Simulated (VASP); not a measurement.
# ZrS in VASP: further runs

Runs on ZrS. Level: PBEsol. Tasks: single point.

All numbers are computed with VASP 6.6.1; they aren't measurements. Logs are shortened: lines on timing, memory, paths and dates and some standing lists are left out, and cuts for length are marked.

### Step 1. The cell of the first run

The structure is tetragonal, space group I4/mmm (No. 139). The conventional cell has a = 3.653 Å, b = 3.653 Å, c = 5.218 Å, α = 90.00°, β = 90.00°, γ = 90.00°. Within 3.4 Å of Zr (site symmetry 4/mmm) lie 6 S at 2.58 to 2.61 Å. S (site symmetry 4/mmm) has 6 Zr at 2.58 to 2.61 Å within 3.4 Å.

### Step 2. Single point, PBEsol (strain along c alone, the other axes held: +1.0 %)

INCAR reads:

```
  ALGO = Normal
  EDIFF = 1E-6
  ENCUT = 520
  GGA = PS
  ISIF = 2
  ISMEAR = 0
  LASPH = True
  LCHARG = True
  LELF = True
  LREAL = False
  LVHAR = True
  LWAVE = False
  NBANDS = 26
  NELM = 100
  PREC = Accurate
  SIGMA = 0.1
```

KPOINTS reads:

```
k-points
0
Gamma
  14 14 10
```

POSCAR reads:

```
ZrS
1.0
    2.5830753502      2.5830753502      0.0000000000
   -2.5830753502      2.5830753502      0.0000000000
    0.0000000000      0.0000000000      5.2178122075
Zr S
2 2
Direct
    0.0000000000      0.0000000000      0.0000000000
    0.5000000000      0.5000000000      0.5000000000
    0.5000000000      0.5000000000      0.0000000000
    0.0000000000      0.0000000000      0.5000000000
```

Potentials or basis: VASP PAW PBE potentials, release 64 (Zr_sv, S).

Launch:

```bash
> cat potpaw_PBE.64/Zr_sv/POTCAR potpaw_PBE.64/S/POTCAR > POTCAR
> mpirun -np 1 vasp_std > vasp.out
```

OUTCAR:

```text
EDIFF = 1E-6
   ENCUT = 520
   GGA = PS
   ISIF = 2
   ISMEAR = 0
   LASPH = True
   LREAL = False
   NELM = 100
   PREC = Accurate

 ion  position               nearest neighbor table
   1  0.000  0.000  0.000-   3 2.58   3 2.58   3 2.58   3 2.58   4 2.61   4 2.61   2 3.67   2 3.67
                             2 3.67   2 3.67   2 3.67   2 3.67   2 3.67   2 3.67
   2  0.500  0.500  0.500-   4 2.58   4 2.58   4 2.58   4 2.58   3 2.61   3 2.61   1 3.67   1 3.67
                             1 3.67   1 3.67   1 3.67   1 3.67   1 3.67   1 3.67
   3  0.500  0.500  0.000-   1 2.58   1 2.58   1 2.58   1 2.58   2 2.61   2 2.61
   4  0.000  0.000  0.500-   2 2.58   2 2.58   2 2.58   2 2.58   1 2.61   1 2.61

  LATTYP: Found a simple tetragonal cell.
 ALAT       =     3.6530201929
 C/A-ratio  =     1.4283556980

  Lattice vectors:

 A1 = (   2.5830753502,   2.5830753502,   0.0000000000)
 A2 = (  -2.5830753502,   2.5830753502,   0.0000000000)
 A3 = (   0.0000000000,   0.0000000000,   5.2178122075)

Analysis of symmetry for initial positions (statically):
=====================================================================
 Subroutine PRICEL returns following result:

  LATTYP: Found a body centered tetragonal cell.
 ALAT       =     3.6530201929
 C/A-ratio  =     1.4283556980

  Lattice vectors:

 A1 = (   2.5830753502,   0.0000000000,  -2.6089061037)
 A2 = (  -2.5830753502,   0.0000000000,  -2.6089061038)
 A3 = (   0.0000000000,   2.5830753502,   2.6089061038)

   2 primitive cells build up your supercell.

 Routine SETGRP: Setting up the symmetry group for a
 simple tetragonal supercell.

 Subroutine GETGRP returns: Found 16 space group operations
 (whereof 16 operations were pure point group operations)
 out of a pool of 16 trial point group operations.

The static configuration has the point symmetry D_4h.

Analysis of symmetry for dynamics (positions and initial velocities):
=====================================================================
 Subroutine PRICEL returns following result:

  LATTYP: Found a body centered tetragonal cell.
 ALAT       =     3.6530201929
 C/A-ratio  =     1.4283556980

  Lattice vectors:

 A1 = (   2.5830753502,   0.0000000000,  -2.6089061037)
 A2 = (  -2.5830753502,   0.0000000000,  -2.6089061038)
 A3 = (   0.0000000000,   2.5830753502,   2.6089061038)

   2 primitive cells build up your supercell.

 Routine SETGRP: Setting up the symmetry group for a
 simple tetragonal supercell.

 Subroutine GETGRP returns: Found 16 space group operations
 (whereof 16 operations were pure point group operations)
 out of a pool of 16 trial point group operations.

The dynamic configuration has the point symmetry D_4h.

 Subroutine INISYM returns: Found 16 space group operations
 (whereof 16 operations are pure point group operations),
 and found     2 'primitive' translations

----------------------------------------------------------------------------------------

                                     Primitive cell

  volume of cell :      34.8147

  direct lattice vectors                    reciprocal lattice vectors
     2.583075350  0.000000000 -2.608906104     0.193567718  0.193567718 -0.191651206
    -2.583075350  0.000000000 -2.608906104    -0.193567718  0.193567718 -0.191651206
     0.000000000  2.583075350  2.608906104     0.000000000  0.387135435  0.000000000

  length of vectors
     3.671330729  3.671330729  3.671330729     0.334166287  0.334166287  0.387135435

  position of ions in fractional coordinates (direct lattice)
     0.000000000  0.000000000  0.000000000
     0.500000000  0.500000000  0.000000000

  ion indices of the primitive-cell ions
   primitive index   ion index
                 1           1
                 2           4

----------------------------------------------------------------------------------------

 KPOINTS: k-points

Automatic generation of k-mesh.
 Grid dimensions read from file:
 generate k-points for:   14   14   10

 Generating k-lattice:

  Cartesian coordinates                     Fractional coordinates (reciprocal lattice)
     0.013826266  0.013826266  0.000000000     0.071428571  0.000000000  0.000000000
    -0.013826266  0.013826266  0.000000000     0.000000000  0.071428571  0.000000000
     0.000000000  0.000000000  0.019165121     0.000000000  0.000000000  0.100000000

  Length of vectors
     0.019553292  0.019553292  0.019165121

  Shift w.r.t. Gamma in fractional coordinates (k-lattice)
     0.000000000  0.000000000  0.000000000

 Subroutine IBZKPT returns following result:
 ===========================================

 Found    216 irreducible k-points:

 Following reciprocal coordinates:
            Coordinates               Weight
  0.000000  0.000000  0.000000      1.000000
  0.071429  0.000000  0.000000      4.000000
  0.142857  0.000000  0.000000      4.000000
  0.214286  0.000000  0.000000      4.000000
  0.285714  0.000000  0.000000      4.000000
  0.357143  0.000000  0.000000      4.000000
[... 16 lines left out ...]
  0.285714  0.214286  0.000000      8.000000
  0.357143  0.214286  0.000000      8.000000
 [... further k-points ...]
   k-points           NKPTS =    216   k-points in BZ     NKDIM =    216   number of bands    NBANDS=     26
   number of dos      NEDOS =    301   number of ions     NIONS =      4
   total plane-waves  NPLWV =  31360
   dimension x,y,z NGX =    28 NGY =   28 NGZ =   40
   dimension x,y,z NGXF=    56 NGYF=   56 NGZF=   80
   ions per type =               2   2
   NGX,Y,Z   is equivalent  to a cutoff of  12.74, 12.74, 12.74 a.u.
   NGXF,Y,Z  is equivalent  to a cutoff of  25.49, 25.49, 25.49 a.u.
 SYSTEM =  unknown system
   PREC   = accura    normal or accurate (medium, high low for compatibility)
   ISTART =      0    job   : 0-new  1-cont  2-samecut
   ICHARG =      2    charge: 1-file 2-atom 10-const
   ISPIN  =      1    spin polarized calculation?
   LNONCOLLINEAR =      F non collinear calculations
   LSORBIT =      F    spin-orbit coupling
   LASPH  =      T    aspherical Exc in radial PAW
   ENCUT  =  520.0 eV  38.22 Ry    6.18 a.u.   6.79  6.79  9.70*2*pi/ulx,y,z
   NELM   =    100;   NELMIN=  2; NELMDL= -5     # of ELM steps
   EDIFF  = 0.1E-05   stopping-criterion for ELM
   LREAL  =      F    real-space projection
   EDIFFG = 0.1E-04   stopping-criterion for IOM
   NSW    =      0    number of steps for IOM
   IBRION =     -1    ionic relax: 0-MD 1-quasi-New 2-CG
   NFREE  =      0    steps in history (QN), initial steepest desc. (CG)
   ISIF   =      2    stress and relaxation
   ISYM   =      2    0-nonsym 1-usesym 2-fastsym
   POTIM  = 0.5000    time-step for ionic-motion
   TEBEG  =    0.0;   TEEND  =   0.0 temperature during run
   PSTRESS=    0.0 pullay stress
   NELECT =      36.0000    total number of electrons
   NUPDOWN=      -1.0000    fix difference up-down
   EMIN   =  10.00;   EMAX   =-10.00  energy-range for DOS
   EFERMI =   0.00;   METHOD = LEGACY
   ISMEAR =     0;   SIGMA  =   0.10  broadening in eV -4-tet -1-fermi 0-gaus
   EFERMI_NEDOS =   21; number of points for ismear=-14 and -15
   IALGO  =     38    algorithm
   IMIX   =      4    mixing-type and parameters
     AMIX     =   0.40;   BMIX     =  1.00
     AMIX_MAG =   1.60;   BMIX_MAG =  1.00
  volume/ion in A,a.u.               =      17.41       117.47
  Fermi-wavevector in a.u.,A,eV,Ry     =   1.313948  2.483001 23.489901  1.726459
  Thomas-Fermi vector in A             =   2.444235
   LORBIT       =      0    0 simple, 1 ext, 2 COOP (PROOUT), +10 PAW based schemes
   GGA     = PS    functional components
   LHFCALC =     F    Hartree Fock is set to
   AEXX    =    0.0000 exact exchange contribution
   IVDW    =     0    specifies the selected vdW correction
   LEPSILON=     F    determine dielectric tensor
   LRPA    =     F    only Hartree local field effects (RPA)
 non-spin polarized calculation
 Gauss-broadening in eV      SIGMA  =   0.10
  energy-cutoff  :      520.00
  volume of cell :       69.63
 maximum number of plane-waves:      1906
 NGX is ok and might be reduce to    28
   NGX = 13   NGY = 13   NGZ = 19

 number of electron      36.0000006 magnetization

 Free energy of the ion-electron system (eV)
  ---------------------------------------------------
  ext. energy  EPLUGINS =         0.00000000
  ---------------------------------------------------
  free energy    TOTEN  =       -33.02090995 eV

  energy without entropy =      -33.00709470  energy(sigma->0) =      -33.01400233

 E-fermi :  11.0980     XC(G=0): -11.6454

 val. band max:       11.0903334291   @ k =   0.2857   0.2857   0.3000
 cond. band min:      11.0985795230   @ k =   0.2857   0.0714   0.3000
 fundamental gap:      0.0082460938
 Fermi energy:        11.0979982008

 k-point     1 :       0.0000    0.0000    0.0000
  band No.  band energies     occupation
      1     -38.7141      2.00000
      2     -38.6731      2.00000
      3     -17.0251      2.00000
      4     -16.8380      2.00000
      5     -16.8380      2.00000
      6     -16.7155      2.00000
[... 18 lines left out ...]
     25      13.6041      0.00000
     26      13.6187      0.00000

 k-point     2 :       0.0714    0.0000    0.0000
  band No.  band energies     occupation
      1     -38.7130      2.00000
      2     -38.6731      2.00000
      3     -17.0203      2.00000
      4     -16.8482      2.00000
      5     -16.8351      2.00000
      6     -16.7292      2.00000
[... 18 lines left out ...]
     25      13.5522      0.00000
     26      13.5783      0.00000

 k-point     3 :       0.1429    0.0000    0.0000
  band No.  band energies     occupation
      1     -38.7099      2.00000
      2     -38.6730      2.00000
      3     -17.0064      2.00000
      4     -16.8765      2.00000
      5     -16.8267      2.00000
      6     -16.7677      2.00000
[... 572 lines left out ...]
 k-point    23 :       0.2857    0.2143    0.0000
  band No.  band energies     occupation
      1     -38.6924      2.00000
      2     -38.6724      2.00000
      3     -16.9468      2.00000
      4     -16.9275      2.00000
      5     -16.9071      2.00000
      6     -16.8548      2.00000
[... 18 lines left out ...]
     25      13.5796      0.00000
     26      13.6722      0.00000

 k-point    24 :       0.3571    0.2143    0.0000
  band No.  band energies     occupation
      1     -38.6872      2.00000
      2     -38.6732      2.00000
      3     -16.9801      2.00000
      4     -16.9521      2.00000
      5     -16.9006      2.00000
      6     -16.8380      2.00000
[... 18 lines left out ...]
     25      13.7290      0.00000
     26      14.1597      0.00000

 [... further k-points ...]

------------------------ aborting loop because EDIFF is reached ----------------------------------------

  FORCE on cell =-STRESS in cart. coord.  units (eV):
  Direction    XX          YY          ZZ          XY          YZ          ZX
  --------------------------------------------------------------------------------------
  -------------------------------------------------------------------------------------
  Total       -0.0832737     -0.0832737     -1.4278018      0.0000000      0.0000000     -0.0000000
  in kB       -1.9161348     -1.9161348    -32.8538244      0.0000000      0.0000000     -0.0000000
  external PRESSURE =     -12.2286980 kB  Pullay stress =       0.0000000 kB

 VOLUME and BASIS-vectors are now :
 -----------------------------------------------------------------------------
  energy-cutoff  :      520.00
  volume of cell :       69.63
      direct lattice vectors                 reciprocal lattice vectors
     2.583075350  2.583075350  0.000000000     0.193567718  0.193567718  0.000000000
    -2.583075350  2.583075350  0.000000000    -0.193567718  0.193567718  0.000000000
     0.000000000  0.000000000  5.217812207     0.000000000  0.000000000  0.191651206

 POSITION                                       TOTAL-FORCE (eV/Angst)
 -----------------------------------------------------------------------------------
      0.00000      0.00000      0.00000         0.000000      0.000000      0.000000
      0.00000      2.58308      2.60891        -0.000000     -0.000000     -0.000000
      0.00000      2.58308      0.00000        -0.000000     -0.000000      0.000000
      0.00000      0.00000      2.60891        -0.000000     -0.000000      0.000000
 -----------------------------------------------------------------------------------
    total drift:                               -0.000000      0.000000      0.000000

  FREE ENERGIE OF THE ION-ELECTRON SYSTEM (eV)
  ---------------------------------------------------
  free  energy   TOTEN  =       -33.0209099488 eV

  energy  without entropy=      -33.0070947030  energy(sigma->0) =      -33.01400233
```

Run time: 4.4 min. Hardware: 1 thread of Intel Xeon Platinum 8375C at 2.90GHz (Ice Lake), shared host; peak memory 0.41 GiB.

What came out:

| Property | Result |
| --- | --- |
| Free energy | -33.0209 eV |
| Pressure | -1.2 GPa |
| Band gap on the k mesh | zero (bands 18 and 19 overlap by 2.95 eV) |

Levels at points of the mesh, in eV from the Fermi level:
```
           k point  band 15  band 16  band 17  band 18  band 19  band 20  band 21  band 22
(0.00, 0.00, 0.00)    -3.55    -3.52    -3.52    -1.53    -1.42    -1.42    -0.77    -0.72
(0.50, 0.00, 0.00)    -5.72    -5.72     0.39     0.39     0.81     0.81     1.19     1.19
(0.50, 0.50, 0.00)    -4.50    -4.50    -3.65    -3.65     0.53     0.53     2.46     2.46
(0.00, 0.00, 0.50)    -4.37    -4.37    -2.78    -2.78    -0.17    -0.17     1.29     1.29
(0.50, 0.00, 0.50)    -6.13    -6.13     1.52     1.52     1.56     1.56     1.90     1.90
(0.50, 0.50, 0.50)    -5.99    -5.99    -0.06    -0.06    -0.06    -0.06     1.89     1.89
```

Caveat: the cell differs from its parent crystal (strain along c alone, the other axes held: +1.0 %); the PAW data sets were made with another functional, which shifts forces and pressure a little.

(Continued in part 2 of 3.)
